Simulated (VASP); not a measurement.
# In (Immm) in VASP: further runs

Runs on In. Level: PBE. Tasks: single point.

Program: VASP 6.6.1. These are calculated values, not measurements. Logs are shortened: lines on timing, memory, paths and dates and some standing lists are left out, and cuts for length are marked.

## Step 1: The cell of the first run

Symmetry: Immm, No. 71, orthorhombic system. The conventional cell has a = 3.252 Å, b = 3.285 Å, c = 4.948 Å, α = 90.00°, β = 90.00°, γ = 90.00°. Within 4.3 Å of In (site symmetry mmm) lie 12 In at 3.25 to 3.39 Å.

## Step 2: Single point, PBE (strain +0.0100 x Voigt [1, 0, 0, 0, 0, 0])

File INCAR:

```
SYSTEM = In
PREC     = Accurate       ! precision mode
ENCUT    = 520            ! plane-wave cutoff, eV
EDIFF    = 1E-6           ! SCF threshold, eV
ISMEAR   = 0              ! smearing method
SIGMA    = 0.15           ! smearing width, eV
LREAL    = .FALSE.        ! projectors in reciprocal space
LASPH    = .TRUE.         ! aspherical terms in the spheres
NELM     = 100            ! most SCF steps
ALGO     = Fast           ! electronic algorithm
ISIF     = 2              ! what is computed and relaxed
LWAVE    = .FALSE.        ! write WAVECAR
LCHARG   = .FALSE.        ! write CHGCAR
GGA      = PE             ! functional
NBANDS   = 12             ! bands
```

File KPOINTS:

```
regular mesh
0
G
  20 20 20
  0 0 0
```

File POSCAR:

```
In
1.0
   -1.6424115000      1.6261500000      2.4739500000
    1.6424115000     -1.6261500000      2.4739500000
    1.6424115000      1.6261500000     -2.4739500000
In
1
Direct
    0.0000000000      0.0000000000      0.0000000000
```

Potentials or basis: VASP PAW PBE potentials, release 64 (In_d).

Run with:

```console
$ cat potpaw_PBE.64/In_d/POTCAR > POTCAR
$ mpirun -np 1 vasp_std > vasp.out
```

OUTCAR:

```text
SYSTEM = In
   PREC = Accurate
   ENCUT = 520
   EDIFF = 1E-6
   ISMEAR = 0
   LREAL = .FALSE.
   LASPH = .TRUE.
   NELM = 100
   ISIF = 2
   GGA = PE

 ion  position               nearest neighbor table
   1  0.000  0.000  0.000-

  LATTYP: Found a body centered orthorhombic cell.
 ALAT       =     3.2523000000
 B/A-ratio  =     1.0100000000
 C/A-ratio  =     1.5213541186

  Lattice vectors:

 A1 = (   1.6424115000,  -1.6261500000,  -2.4739500000)
 A2 = (  -1.6424115000,   1.6261500000,  -2.4739500000)
 A3 = (   1.6424115000,   1.6261500000,   2.4739500000)

Analysis of symmetry for initial positions (statically):
=====================================================================
 Subroutine PRICEL returns:
 Original cell was already a primitive cell.

 Routine SETGRP: Setting up the symmetry group for a
 body centered orthorhombic supercell.

 Subroutine GETGRP returns: Found  8 space group operations
 (whereof  8 operations were pure point group operations)
 out of a pool of  8 trial point group operations.

The static configuration has the point symmetry D_2h.

Analysis of symmetry for dynamics (positions and initial velocities):
=====================================================================
 Subroutine PRICEL returns:
 Original cell was already a primitive cell.

 Routine SETGRP: Setting up the symmetry group for a
 body centered orthorhombic supercell.

 Subroutine GETGRP returns: Found  8 space group operations
 (whereof  8 operations were pure point group operations)
 out of a pool of  8 trial point group operations.

The dynamic configuration has the point symmetry D_2h.

 Subroutine INISYM returns: Found  8 space group operations
 (whereof  8 operations are pure point group operations),
 and found     1 'primitive' translations

----------------------------------------------------------------------------------------

                                     Primitive cell

  volume of cell :      26.4298

  direct lattice vectors                    reciprocal lattice vectors
    -1.642411500  1.626150000  2.473950000     0.000000000  0.307474710  0.202105944
     1.642411500 -1.626150000  2.473950000     0.304430406  0.000000000  0.202105944
     1.642411500  1.626150000 -2.473950000     0.304430406  0.307474710  0.000000000

  length of vectors
     3.385603042  3.385603042  3.385603042     0.367950418  0.365410296  0.432687612

  position of ions in fractional coordinates (direct lattice)
     0.000000000  0.000000000  0.000000000

  ion indices of the primitive-cell ions
   primitive index   ion index
                 1           1

----------------------------------------------------------------------------------------

 KPOINTS: regular mesh

Automatic generation of k-mesh.
 Grid dimensions read from file:
 generate k-points for:   20   20   20

 Generating k-lattice:

  Cartesian coordinates                     Fractional coordinates (reciprocal lattice)
     0.000000000  0.015373736  0.010105297     0.050000000  0.000000000 -0.000000000
     0.015221520  0.000000000  0.010105297     0.000000000  0.050000000 -0.000000000
     0.015221520  0.015373736  0.000000000     0.000000000  0.000000000  0.050000000

  Length of vectors
     0.018397521  0.018270515  0.021634381

  Shift w.r.t. Gamma in fractional coordinates (k-lattice)
     0.000000000  0.000000000  0.000000000

 Subroutine IBZKPT returns following result:
 ===========================================

 Found   1166 irreducible k-points:

 Following reciprocal coordinates:
            Coordinates               Weight
  0.000000  0.000000  0.000000      1.000000
  0.050000  0.000000  0.000000      4.000000
  0.100000 -0.000000  0.000000      4.000000
  0.150000 -0.000000  0.000000      4.000000
  0.200000 -0.000000  0.000000      4.000000
  0.250000 -0.000000  0.000000      4.000000
[... 16 lines left out ...]
 -0.450000  0.050000 -0.000000      8.000000
 -0.400000  0.050000 -0.000000      8.000000
 [... further k-points ...]
   k-points           NKPTS =   1166   k-points in BZ     NKDIM =   1166   number of bands    NBANDS=     12
   number of dos      NEDOS =    301   number of ions     NIONS =      1
   total plane-waves  NPLWV =  21952
   dimension x,y,z NGX =    28 NGY =   28 NGZ =   28
   dimension x,y,z NGXF=    56 NGYF=   56 NGZF=   56
   ions per type =               1
   NGX,Y,Z   is equivalent  to a cutoff of  13.75, 13.75, 13.75 a.u.
   NGXF,Y,Z  is equivalent  to a cutoff of  27.50, 27.50, 27.50 a.u.
 SYSTEM =  In
   PREC   = accura    normal or accurate (medium, high low for compatibility)
   ISTART =      0    job   : 0-new  1-cont  2-samecut
   ICHARG =      2    charge: 1-file 2-atom 10-const
   ISPIN  =      1    spin polarized calculation?
   LNONCOLLINEAR =      F non collinear calculations
   LSORBIT =      F    spin-orbit coupling
   LASPH  =      T    aspherical Exc in radial PAW
   ENCUT  =  520.0 eV  38.22 Ry    6.18 a.u.   6.29  6.29  6.29*2*pi/ulx,y,z
   NELM   =    100;   NELMIN=  2; NELMDL= -5     # of ELM steps
   EDIFF  = 0.1E-05   stopping-criterion for ELM
   LREAL  =      F    real-space projection
   EDIFFG = 0.1E-04   stopping-criterion for IOM
   NSW    =      0    number of steps for IOM
   IBRION =     -1    ionic relax: 0-MD 1-quasi-New 2-CG
   NFREE  =      0    steps in history (QN), initial steepest desc. (CG)
   ISIF   =      2    stress and relaxation
   ISYM   =      2    0-nonsym 1-usesym 2-fastsym
   POTIM  = 0.5000    time-step for ionic-motion
   TEBEG  =    0.0;   TEEND  =   0.0 temperature during run
   PSTRESS=    0.0 pullay stress
   NELECT =      13.0000    total number of electrons
   NUPDOWN=      -1.0000    fix difference up-down
   EMIN   =  10.00;   EMAX   =-10.00  energy-range for DOS
   EFERMI =   0.00;   METHOD = LEGACY
   ISMEAR =     0;   SIGMA  =   0.15  broadening in eV -4-tet -1-fermi 0-gaus
   EFERMI_NEDOS =   21; number of points for ismear=-14 and -15
   IALGO  =     68    algorithm
   IMIX   =      4    mixing-type and parameters
     AMIX     =   0.40;   BMIX     =  1.00
     AMIX_MAG =   1.60;   BMIX_MAG =  1.00
  volume/ion in A,a.u.               =      26.43       178.36
  Fermi-wavevector in a.u.,A,eV,Ry     =   1.292284  2.442064 22.721717  1.669999
  Thomas-Fermi vector in A             =   2.424002
   LORBIT       =      0    0 simple, 1 ext, 2 COOP (PROOUT), +10 PAW based schemes
   GGA     = PE    functional components
   LHFCALC =     F    Hartree Fock is set to
   AEXX    =    0.0000 exact exchange contribution
   IVDW    =     0    specifies the selected vdW correction
   LEPSILON=     F    determine dielectric tensor
   LRPA    =     F    only Hartree local field effects (RPA)
 non-spin polarized calculation
 RMM-DIIS sequential band-by-band and
 Gauss-broadening in eV      SIGMA  =   0.15
  energy-cutoff  :      520.00
  volume of cell :       26.43
 maximum number of plane-waves:       726
 NGX is ok and might be reduce to    28
   NGX = 13   NGY = 13   NGZ = 13

 number of electron      13.0000004 magnetization

 Free energy of the ion-electron system (eV)
  ---------------------------------------------------
  ext. energy  EPLUGINS =         0.00000000
  ---------------------------------------------------
  free energy    TOTEN  =        -2.55704835 eV

  energy without entropy =       -2.55188055  energy(sigma->0) =       -2.55446445

 E-fermi :   7.4142     XC(G=0): -10.2045

 val. band max:        7.4125881438   @ k =   0.1500   0.2500   0.1500
 cond. band min:       7.4158037496   @ k =  -0.3000  -0.3500   0.0500
 fundamental gap:      0.0032156058
 Fermi energy:         7.4142274110

 k-point     1 :       0.0000    0.0000    0.0000
  band No.  band energies     occupation
      1      -7.2810      2.00000
      2      -7.1918      2.00000
      3      -7.1797      2.00000
      4      -7.1004      2.00000
      5      -7.0065      2.00000
      6      -2.0663      2.00000
      7      17.7133      0.00000
      8      17.9985      0.00000
      9      18.0039      0.00000
     10      18.9749      0.00000
     11      21.2628      0.00000
     12      21.2709      0.00000

 k-point     2 :       0.0500    0.0000    0.0000
  band No.  band energies     occupation
      1      -7.2764      2.00000
      2      -7.1878      2.00000
      3      -7.1799      2.00000
      4      -7.1002      2.00000
      5      -7.0081      2.00000
      6      -2.0116      2.00000
      7      17.2680      0.00000
      8      17.6412      0.00000
      9      17.8635      0.00000
     10      18.7887      0.00000
     11      21.4139      0.00000
     12      21.5044      0.00000

 k-point     3 :       0.1000   -0.0000    0.0000
  band No.  band energies     occupation
      1      -7.2648      2.00000
      2      -7.1811      2.00000
      3      -7.1767      2.00000
      4      -7.0976      2.00000
      5      -7.0124      2.00000
      6      -1.8470      2.00000
      7      15.7000      0.00000
      8      17.4580      0.00000
      9      17.5123      0.00000
     10      18.6841      0.00000
     11      21.6560      0.00000
     12      21.8419      0.00000
[... 286 lines left out ...]
 k-point    23 :      -0.4500    0.0500   -0.0000
  band No.  band energies     occupation
      1      -7.2745      2.00000
      2      -7.2299      2.00000
      3      -7.1733      2.00000
      4      -6.9391      2.00000
      5      -6.8879      2.00000
      6       2.2160      2.00000
      7       5.3244      2.00000
      8      14.7425      0.00000
      9      16.0324      0.00000
     10      17.9378      0.00000
     11      19.3403      0.00000
     12      21.0470      0.00000

 k-point    24 :      -0.4000    0.0500   -0.0000
  band No.  band energies     occupation
      1      -7.2667      2.00000
      2      -7.2236      2.00000
      3      -7.1659      2.00000
      4      -6.9594      2.00000
      5      -6.9097      2.00000
      6       1.3084      2.00000
      7       6.6209      2.00000
      8      14.8405      0.00000
      9      16.1977      0.00000
     10      18.1175      0.00000
     11      19.5818      0.00000
     12      20.9365      0.00000

 [... further k-points ...]

------------------------ aborting loop because EDIFF is reached ----------------------------------------

  FORCE on cell =-STRESS in cart. coord.  units (eV):
  Direction    XX          YY          ZZ          XY          YZ          ZX
  --------------------------------------------------------------------------------------
  -------------------------------------------------------------------------------------
  Total        0.2502062      0.2791801      0.2233835      0.0000000      0.0000000      0.0000000
  in kB       15.1675421     16.9239441     13.5415431      0.0000000      0.0000000      0.0000000
  external PRESSURE =      15.2110098 kB  Pullay stress =       0.0000000 kB

 VOLUME and BASIS-vectors are now :
 -----------------------------------------------------------------------------
  energy-cutoff  :      520.00
  volume of cell :       26.43
      direct lattice vectors                 reciprocal lattice vectors
    -1.642411500  1.626150000  2.473950000     0.000000000  0.307474710  0.202105944
     1.642411500 -1.626150000  2.473950000     0.304430406  0.000000000  0.202105944
     1.642411500  1.626150000 -2.473950000     0.304430406  0.307474710  0.000000000

 POSITION                                       TOTAL-FORCE (eV/Angst)
 -----------------------------------------------------------------------------------
      0.00000      0.00000      0.00000         0.000000      0.000000     -0.000000
 -----------------------------------------------------------------------------------
    total drift:                                0.000000      0.000000      0.000000

  FREE ENERGIE OF THE ION-ELECTRON SYSTEM (eV)
  ---------------------------------------------------
  free  energy   TOTEN  =        -2.5570483465 eV

  energy  without entropy=       -2.5518805487  energy(sigma->0) =       -2.55446445
```

Wall time 5.2 min (1 thread of AMD EPYC 9R45 (Zen 5), shared host); peak memory 0.42 GiB.

Results:

- Free energy: -2.5570 eV
- Pressure: 1.5 GPa
- Band gap on the k mesh: zero (an odd number of electrons rules out a gap without spin polarisation)

Levels at points of the mesh, in eV from the Fermi level:
| k point | band 3 | band 4 | band 5 | band 6 | band 7 | band 8 | band 9 | band 10 |
| --- | --- | --- | --- | --- | --- | --- | --- | --- |
| (0.00, 0.00, 0.00) | -14.59 | -14.51 | -14.42 | -9.48 | 10.30 | 10.58 | 10.59 | 11.56 |
| (0.50, 0.00, 0.00) | -14.59 | -14.33 | -14.29 | -4.25 | -3.32 | 7.54 | 8.92 | 10.97 |
| (0.00, 0.50, 0.00) | -14.58 | -14.33 | -14.30 | -4.36 | -3.35 | 7.54 | 9.12 | 11.12 |
| (0.50, 0.50, 0.00) | -14.33 | -14.31 | -14.23 | -1.95 | -1.71 | 3.53 | 3.93 | 6.98 |
| (0.50, 0.50, 0.50) | -14.32 | -14.29 | -14.29 | -2.89 | -2.61 | 4.51 | 4.79 | 7.94 |

Caveat: the cell differs from its parent crystal (strain +0.0100 x Voigt [1, 0, 0, 0, 0, 0]); spin-orbit coupling is left out, which moves the levels of the heavy elements.

[end of part 1 of 3]
